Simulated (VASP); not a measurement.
A run of VASP 6.6.1:

File POSCAR:

```
GaN
1.0
    0.0874749163      2.2464693557      2.2464693557
    2.2464693557      0.0874749163      2.2464693557
    2.2464693557      2.2464693557      0.0874749163
Ga N
1 1
Direct
    0.0032476448      0.0032476448      0.0032476448
    0.2467523552      0.2467523552      0.2467523552
```

The input INCAR.step1:

```
PREC     = Accurate       # precision mode
ENCUT    = 1460           # plane-wave cutoff, eV
ISMEAR   = 0              # smearing method
SIGMA    = 0.01           # smearing width, eV
LREAL    = False          # projectors in reciprocal space
LASPH    = True           # aspherical terms in the spheres
NELM     = 120            # most SCF steps
NBANDS   = 16             # bands
GGA      = PE             # functional
ALGO     = Normal         # electronic algorithm
EDIFF    = 1E-5           # SCF threshold, eV
LWAVE    = True           # write WAVECAR
LCHARG   = False          # write CHGCAR
GGA_COMPAT= False
```

File INCAR.step2:

```
PREC     = Accurate       # precision mode
ENCUT    = 1460           # plane-wave cutoff, eV
EDIFF    = 1E-6           # SCF threshold, eV
ISMEAR   = 0              # smearing method
SIGMA    = 0.01           # smearing width, eV
LREAL    = False          # projectors in reciprocal space
LASPH    = True           # aspherical terms in the spheres
NELM     = 120            # most SCF steps
ALGO     = Normal         # electronic algorithm
ISIF     = 2              # what is computed and relaxed
LWAVE    = False          # write WAVECAR
LCHARG   = False          # write CHGCAR
METAGGA  = R2SCAN         # meta-GGA
LMIXTAU  = True         
NBANDS   = 16             # bands
ISTART   = 1            
GGA_COMPAT= False
```

KPOINTS

```
regular mesh
0
Gamma
  10 10 10
```

Potentials or basis: VASP PAW PBE potentials, release 64 (Ga_d, N_h).

Command:

```sh
$ cat potpaw_PBE.64/Ga_d/POTCAR potpaw_PBE.64/N_h/POTCAR > POTCAR
$ cp INCAR.step1 INCAR
$ mpirun -np 1 vasp_std > vasp.out
$ cp INCAR.step2 INCAR
$ mpirun -np 1 vasp_std > vasp.out
```

Hardware: 1 thread of Intel(R) Xeon(R) Platinum 8375C CPU @ 2.90GHz (Ice Lake) (shared host).

Q: Estimate the wall time of this run.

A: It took 11 min on 1 thread of Intel(R) Xeon(R) Platinum 8375C CPU @ 2.90GHz (Ice Lake) (shared host), peak memory 0.4 GiB. Counts: k points 116.
